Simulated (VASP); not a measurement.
# Os (Fd-3m) in VASP: a series of runs

The runs below take Os through single point, with LDA.

All numbers are computed with VASP 6.6.1; they aren't measurements. Logs are shortened: lines on timing, memory, paths and dates and some standing lists are left out, and cuts for length are marked.

**1. The cell of the first run**

The structure is cubic, space group Fd-3m (No. 227). The conventional cell has a = 5.323 Å, b = 5.323 Å, c = 5.323 Å, α = 90.00°, β = 90.00°, γ = 90.00°. Within 3.0 Å of Os (site symmetry -43m) lie 4 Os at 2.30 Å.

This isn't the form of Os at room conditions, which is hcp.

**2. Single point, LDA (18.85 Å³/atom)**

INCAR reads:

```
SYSTEM = Os
PREC = Accurate
ENCUT = 560
EDIFF = 1E-6
ISMEAR = -1
SIGMA = 0.1
LREAL = .FALSE.
LASPH = .TRUE.
NELM = 120
ALGO = Normal
ISIF = 2
LWAVE = .FALSE.
LCHARG = .FALSE.
NBANDS = 23
GGA_COMPAT = .FALSE.
```

KPOINTS reads:

```
regular mesh
0
G
  11 11 11
  0 0 0
```

POSCAR reads:

```
Os
1.0
    0.0000000000      2.6613198725      2.6613198725
    2.6613198725      0.0000000000      2.6613198725
    2.6613198725      2.6613198725      0.0000000000
Os
2
Direct
    0.1250000000      0.1250000000      0.1250000000
    0.8750000000      0.8750000000      0.8750000000
```

Potentials or basis: VASP PAW LDA potentials, release 64 (Os_sv_GW).

On the command line:

```sh
$ cat potpaw_LDA.64/Os_sv_GW/POTCAR > POTCAR
$ mpirun -np 1 vasp_std > vasp.out
```

OUTCAR:

```text
SYSTEM = Os
   PREC = Accurate
   ENCUT = 560
   EDIFF = 1E-6
   ISMEAR = -1
   LREAL = .FALSE.
   LASPH = .TRUE.
   NELM = 120
   ISIF = 2

 ion  position               nearest neighbor table
   1  0.125  0.125  0.125-   2 2.30   2 2.30   2 2.30   2 2.30
   2  0.875  0.875  0.875-   1 2.30   1 2.30   1 2.30   1 2.30

  LATTYP: Found a face centered cubic cell.
 ALAT       =     5.3226397450

  Lattice vectors:

 A1 = (   0.0000000000,   2.6613198725,   2.6613198725)
 A2 = (   2.6613198725,   0.0000000000,   2.6613198725)
 A3 = (   2.6613198725,   2.6613198725,   0.0000000000)

Analysis of symmetry for initial positions (statically):
=====================================================================
 Subroutine PRICEL returns:
 Original cell was already a primitive cell.

 Routine SETGRP: Setting up the symmetry group for a
 face centered cubic supercell.

 Subroutine GETGRP returns: Found 48 space group operations
 (whereof 12 operations were pure point group operations)
 out of a pool of 48 trial point group operations.

The static configuration has the point symmetry D_3d.
 The point group associated with its full space group is O_h .

Analysis of symmetry for dynamics (positions and initial velocities):
=====================================================================
 Subroutine PRICEL returns:
 Original cell was already a primitive cell.

 Routine SETGRP: Setting up the symmetry group for a
 face centered cubic supercell.

 Subroutine GETGRP returns: Found 48 space group operations
 (whereof 12 operations were pure point group operations)
 out of a pool of 48 trial point group operations.

The dynamic configuration has the point symmetry D_3d.
 The point group associated with its full space group is O_h .

 Subroutine INISYM returns: Found 48 space group operations
 (whereof 12 operations are pure point group operations),
 and found     1 'primitive' translations

----------------------------------------------------------------------------------------

                                     Primitive cell

  volume of cell :      37.6983

  direct lattice vectors                    reciprocal lattice vectors
     0.000000000  2.661319873  2.661319873    -0.187876702  0.187876702  0.187876702
     2.661319873  0.000000000  2.661319873     0.187876702 -0.187876702  0.187876702
     2.661319873  2.661319873  0.000000000     0.187876702  0.187876702 -0.187876702

  length of vectors
     3.763674658  3.763674658  3.763674658     0.325411993  0.325411993  0.325411993

  position of ions in fractional coordinates (direct lattice)
     0.125000000  0.125000000  0.125000000
     0.875000000  0.875000000  0.875000000

  ion indices of the primitive-cell ions
   primitive index   ion index
                 1           1
                 2           2

----------------------------------------------------------------------------------------

 KPOINTS: regular mesh

Automatic generation of k-mesh.
 Grid dimensions read from file:
 generate k-points for:   11   11   11

 Generating k-lattice:

  Cartesian coordinates                     Fractional coordinates (reciprocal lattice)
    -0.017079700  0.017079700  0.017079700     0.090909091  0.000000000  0.000000000
     0.017079700 -0.017079700  0.017079700     0.000000000  0.090909091  0.000000000
     0.017079700  0.017079700 -0.017079700     0.000000000  0.000000000  0.090909091

  Length of vectors
     0.029582908  0.029582908  0.029582908

  Shift w.r.t. Gamma in fractional coordinates (k-lattice)
     0.000000000  0.000000000  0.000000000

 Subroutine IBZKPT returns following result:
 ===========================================

 Found     56 irreducible k-points:

 Following reciprocal coordinates:
            Coordinates               Weight
  0.000000  0.000000  0.000000      1.000000
  0.090909  0.000000  0.000000      8.000000
  0.181818  0.000000  0.000000      8.000000
  0.272727  0.000000  0.000000      8.000000
  0.363636  0.000000  0.000000      8.000000
  0.454545  0.000000  0.000000      8.000000
[... 16 lines left out ...]
 -0.272727  0.181818  0.000000     24.000000
 -0.181818  0.181818  0.000000     12.000000
 [... further k-points ...]
   k-points           NKPTS =     56   k-points in BZ     NKDIM =     56   number of bands    NBANDS=     23
   number of dos      NEDOS =    301   number of ions     NIONS =      2
   total plane-waves  NPLWV =  27000
   dimension x,y,z NGX =    30 NGY =   30 NGZ =   30
   dimension x,y,z NGXF=    60 NGYF=   60 NGZF=   60
   ions per type =               2
   NGX,Y,Z   is equivalent  to a cutoff of  13.25, 13.25, 13.25 a.u.
   NGXF,Y,Z  is equivalent  to a cutoff of  26.50, 26.50, 26.50 a.u.
 SYSTEM =  Os
   PREC   = accura    normal or accurate (medium, high low for compatibility)
   ISTART =      0    job   : 0-new  1-cont  2-samecut
   ICHARG =      2    charge: 1-file 2-atom 10-const
   ISPIN  =      1    spin polarized calculation?
   LNONCOLLINEAR =      F non collinear calculations
   LSORBIT =      F    spin-orbit coupling
   LASPH  =      T    aspherical Exc in radial PAW
   ENCUT  =  560.0 eV  41.16 Ry    6.42 a.u.   7.26  7.26  7.26*2*pi/ulx,y,z
   NELM   =    120;   NELMIN=  2; NELMDL= -5     # of ELM steps
   EDIFF  = 0.1E-05   stopping-criterion for ELM
   LREAL  =      F    real-space projection
   EDIFFG = 0.1E-04   stopping-criterion for IOM
   NSW    =      0    number of steps for IOM
   IBRION =     -1    ionic relax: 0-MD 1-quasi-New 2-CG
   NFREE  =      0    steps in history (QN), initial steepest desc. (CG)
   ISIF   =      2    stress and relaxation
   ISYM   =      2    0-nonsym 1-usesym 2-fastsym
   POTIM  = 0.5000    time-step for ionic-motion
   TEBEG  =    0.0;   TEEND  =   0.0 temperature during run
   PSTRESS=    0.0 pullay stress
   NELECT =      32.0000    total number of electrons
   NUPDOWN=      -1.0000    fix difference up-down
   EMIN   =  10.00;   EMAX   =-10.00  energy-range for DOS
   EFERMI =   0.00;   METHOD = LEGACY
   ISMEAR =    -1;   SIGMA  =   0.10  broadening in eV -4-tet -1-fermi 0-gaus
   EFERMI_NEDOS =   21; number of points for ismear=-14 and -15
   IALGO  =     38    algorithm
   IMIX   =      4    mixing-type and parameters
     AMIX     =   0.40;   BMIX     =  1.00
     AMIX_MAG =   1.60;   BMIX_MAG =  1.00
  volume/ion in A,a.u.               =      18.85       127.20
  Fermi-wavevector in a.u.,A,eV,Ry     =   1.550069  2.929206 32.690915  2.402714
  Thomas-Fermi vector in A             =   2.654785
   LORBIT       =      0    0 simple, 1 ext, 2 COOP (PROOUT), +10 PAW based schemes
   GGA     = CA    functional components
   LHFCALC =     F    Hartree Fock is set to
   AEXX    =    0.0000 exact exchange contribution
   IVDW    =     0    specifies the selected vdW correction
   LEPSILON=     F    determine dielectric tensor
   LRPA    =     F    only Hartree local field effects (RPA)
 non-spin polarized calculation
  energy-cutoff  :      560.00
  volume of cell :       37.70
 maximum number of plane-waves:      1147
 NGX is ok and might be reduce to    30
   NGX = 15   NGY = 15   NGZ = 15

 number of electron      32.0000001 magnetization

 Free energy of the ion-electron system (eV)
  ---------------------------------------------------
  ext. energy  EPLUGINS =         0.00000000
  ---------------------------------------------------
  free energy    TOTEN  =       -24.36377762 eV

  energy without entropy =      -24.31280138  energy(sigma->0) =      -24.33828950

 E-fermi :   8.6923     XC(G=0): -12.5639

 val. band max:        8.6875068455   @ k =   0.4545   0.3636   0.0909
 cond. band min:       8.7009274333   @ k =   0.3636   0.0000   0.0000
 fundamental gap:      0.0134205878
 Fermi energy:         8.6922576323

 k-point     1 :       0.0000    0.0000    0.0000
  band No.  band energies     occupation
      1     -77.3545      2.00000
      2     -76.8697      2.00000
      3     -37.4694      2.00000
      4     -37.4694      2.00000
      5     -37.4694      2.00000
      6     -36.2329      2.00000
[... 15 lines left out ...]
     22      21.6064      0.00000
     23      21.6064      0.00000

 k-point     2 :       0.0909    0.0000    0.0000
  band No.  band energies     occupation
      1     -77.3469      2.00000
      2     -76.8775      2.00000
      3     -37.4814      2.00000
      4     -37.4814      2.00000
      5     -37.4678      2.00000
      6     -36.2351      2.00000
[... 15 lines left out ...]
     22      21.6828      0.00000
     23      21.6828      0.00000

 k-point     3 :       0.1818    0.0000    0.0000
  band No.  band energies     occupation
      1     -77.3265      2.00000
      2     -76.8993      2.00000
      3     -37.5125      2.00000
      4     -37.5125      2.00000
      5     -37.4626      2.00000
      6     -36.2421      2.00000
[... 15 lines left out ...]
     22      21.7253      0.00000
     23      21.7253      0.00000

 k-point     4 :       0.2727    0.0000    0.0000
  band No.  band energies     occupation
      1     -77.2963      2.00000
      2     -76.9306      2.00000
      3     -37.5505      2.00000
      4     -37.5505      2.00000
      5     -37.4552      2.00000
      6     -36.2496      2.00000
[... 15 lines left out ...]
     22      20.9993      0.00000
     23      20.9993      0.00000

 k-point     5 :       0.3636    0.0000    0.0000
  band No.  band energies     occupation
      1     -77.2632      2.00000
      2     -76.9655      2.00000
      3     -37.5836      2.00000
      4     -37.5836      2.00000
      5     -37.4497      2.00000
      6     -36.2570      2.00000
[... 434 lines left out ...]
 k-point    22 :      -0.3636    0.1818    0.0000
  band No.  band energies     occupation
      1     -77.2215      2.00000
      2     -77.0082      2.00000
      3     -37.7124      2.00000
      4     -37.6211      2.00000
      5     -37.2745      2.00000
      6     -36.4307      2.00000
[... 15 lines left out ...]
     22      18.5414      0.00000
     23      19.9036      0.00000

 k-point    23 :      -0.2727    0.1818    0.0000
  band No.  band energies     occupation
      1     -77.2519      2.00000
      2     -76.9770      2.00000
      3     -37.6851      2.00000
      4     -37.5865      2.00000
      5     -37.3194      2.00000
      6     -36.3854      2.00000
[... 15 lines left out ...]
     22      19.8131      0.00000
     23      19.8658      0.00000

 k-point    24 :      -0.1818    0.1818    0.0000
  band No.  band energies     occupation
      1     -77.2849      2.00000
      2     -76.9426      2.00000
      3     -37.6345      2.00000
      4     -37.5488      2.00000
      5     -37.3746      2.00000
      6     -36.3301      2.00000
[... 15 lines left out ...]
     22      19.7262      0.00000
     23      21.3210      0.00000

 [... further k-points ...]

------------------------ aborting loop because EDIFF is reached ----------------------------------------

  FORCE on cell =-STRESS in cart. coord.  units (eV):
  Direction    XX          YY          ZZ          XY          YZ          ZX
  --------------------------------------------------------------------------------------
  -------------------------------------------------------------------------------------
  Total        5.7197817      5.7197817      5.7197817      0.0000000     -0.0000000      0.0000000
  in kB      243.0909608    243.0909608    243.0909608      0.0000000     -0.0000000      0.0000000
  external PRESSURE =     243.0909608 kB  Pullay stress =       0.0000000 kB

 VOLUME and BASIS-vectors are now :
 -----------------------------------------------------------------------------
  energy-cutoff  :      560.00
  volume of cell :       37.70
      direct lattice vectors                 reciprocal lattice vectors
     0.000000000  2.661319873  2.661319873    -0.187876702  0.187876702  0.187876702
     2.661319873  0.000000000  2.661319873     0.187876702 -0.187876702  0.187876702
     2.661319873  2.661319873  0.000000000     0.187876702  0.187876702 -0.187876702

 POSITION                                       TOTAL-FORCE (eV/Angst)
 -----------------------------------------------------------------------------------
      0.66533      0.66533      0.66533        -0.000000     -0.000000     -0.000000
      4.65731      4.65731      4.65731         0.000000      0.000000      0.000000
 -----------------------------------------------------------------------------------
    total drift:                               -0.000000      0.000000      0.000000

  FREE ENERGIE OF THE ION-ELECTRON SYSTEM (eV)
  ---------------------------------------------------
  free  energy   TOTEN  =       -24.3637776189 eV

  energy  without entropy=      -24.3128013787  energy(sigma->0) =      -24.33828950
```

Run time: 27 s. Hardware: 1 thread of Intel Xeon Platinum 8488C (Sapphire Rapids), shared host; peak memory 0.17 GiB.

Results:

```yaml
Free_energy: -24.3638 eV
Pressure: 24.3 GPa
Band_gap_on_the_k_mesh: zero (bands 16 and 17 overlap by 1.16 eV)
```

Caveat: the cell stands under pressure; spin-orbit coupling is left out, which moves the levels of the heavy elements.

**3. Single point, LDA (20.49 Å³/atom)**

This run uses another cell than the first one, of 20.49 Å³/atom.

INCAR reads:

```
PREC = Accurate
ENCUT = 560
EDIFF = 1E-6
ISMEAR = -1
SIGMA = 0.1
LREAL = False
LASPH = True
NELM = 120
ALGO = Normal
ISIF = 2
LWAVE = False
LCHARG = True
LELF = True
LVHAR = True
NBANDS = 23
GGA_COMPAT = False
```

KPOINTS reads:

```
Automatic mesh
0
Gamma
  11 11 11
```

POSCAR reads:

```
Os
1.0
    0.0000000000      2.7363257738      2.7363257738
    2.7363257738      0.0000000000      2.7363257738
    2.7363257738      2.7363257738      0.0000000000
Os
2
Direct
    0.1250000000      0.1250000000      0.1250000000
    0.8750000000      0.8750000000      0.8750000000
```

Potentials or basis: VASP PAW LDA potentials, release 64 (Os_sv_GW).

On the command line:

```sh
$ cat potpaw_LDA.64/Os_sv_GW/POTCAR > POTCAR
$ mpirun -np 1 vasp_std > vasp.out
```

It took 44 s on 1 thread of Intel Xeon Platinum 8488C (Sapphire Rapids), shared host; peak memory 0.18 GiB.

The run converged. Its results:

```
Free energy            : -24.6226 eV
Pressure               : 0.3 GPa
Band gap on the k mesh : zero (bands 16 and 17 overlap by 1.07 eV)
```

Levels at points of the mesh, in eV from the Fermi level:
| k point | band 13 | band 14 | band 15 | band 16 | band 17 | band 18 | band 19 | band 20 |
| --- | --- | --- | --- | --- | --- | --- | --- | --- |
| (0.00, 0.00, 0.00) | -3.68 | -3.68 | -0.58 | -0.58 | -0.58 | 2.73 | 2.73 | 11.26 |

Caveat: spin-orbit coupling is left out, which moves the levels of the heavy elements.

**4. Single point, LDA**

This run uses another cell than the first one, of 20.49 Å³/atom.

INCAR reads:

```
  PREC = Accurate
  ENCUT = 560
  EDIFF = 1E-6
  ISMEAR = -1
  SIGMA = 0.1
  LREAL = False
  LASPH = True
  NELM = 120
  ALGO = Normal
  ISIF = 2
  LWAVE = False
  LCHARG = False
  GGA = CA
  NBANDS = 23
  GGA_COMPAT = False
```

KPOINTS reads:

```
regular mesh
0
Gamma
  10 10 10
```

POSCAR is that of step 3.

On the command line:

```sh
$ cat potpaw_LDA.64/Os_sv_GW/POTCAR > POTCAR
$ mpirun -np 1 vasp_std > vasp.out
```

Wall time 21 s (1 thread of AMD EPYC 9R45 (Zen 5), shared host); peak memory 0.15 GiB.

It converged, with:

```yaml
Free_energy: -24.6232 eV
Pressure: 0.3 GPa
Band_gap_on_the_k_mesh: zero (bands 16 and 17 overlap by 1.16 eV)
```

Levels at points of the mesh, in eV from the Fermi level:
| k point | band 13 | band 14 | band 15 | band 16 | band 17 | band 18 | band 19 | band 20 |
| --- | --- | --- | --- | --- | --- | --- | --- | --- |
| (0.00, 0.00, 0.00) | -3.69 | -3.69 | -0.58 | -0.58 | -0.58 | 2.73 | 2.73 | 11.25 |
| (0.50, 0.00, 0.00) | -3.97 | -3.97 | -1.53 | 0.43 | 0.43 | 1.94 | 1.94 | 2.97 |
| (0.50, 0.50, 0.00) | -2.84 | -2.84 | -1.39 | -1.39 | 2.31 | 2.31 | 3.53 | 3.53 |

Caveat: spin-orbit coupling is left out, which moves the levels of the heavy elements.

**5. Summary**

```tsv
cell	k mesh	gap on the mesh (eV)	pressure (GPa)
a = 3.764 Å, angles 60.0°, 2 atoms	11 × 11 × 11	none	24.3
a = 3.870 Å, angles 60.0°, 2 atoms	11 × 11 × 11	none	0.3
a = 3.870 Å, angles 60.0°, 2 atoms	10 × 10 × 10	none	0.3
```

Alike in all rows: task single point; level LDA; potentials or basis VASP PAW LDA potentials, release 64 (Os_sv_GW); no spin polarisation; cutoff (eV) 560; smearing fermi-dirac 0.1 eV.

Caveats: spin-orbit coupling is left out, which moves the levels of the heavy elements; the cell stands under pressure (at least some runs).

Total energies depend on the potentials used, so only differences within one code and one set of settings carry meaning.

The gap in the log of VASP goes by the Fermi energy; the results here count the filled bands.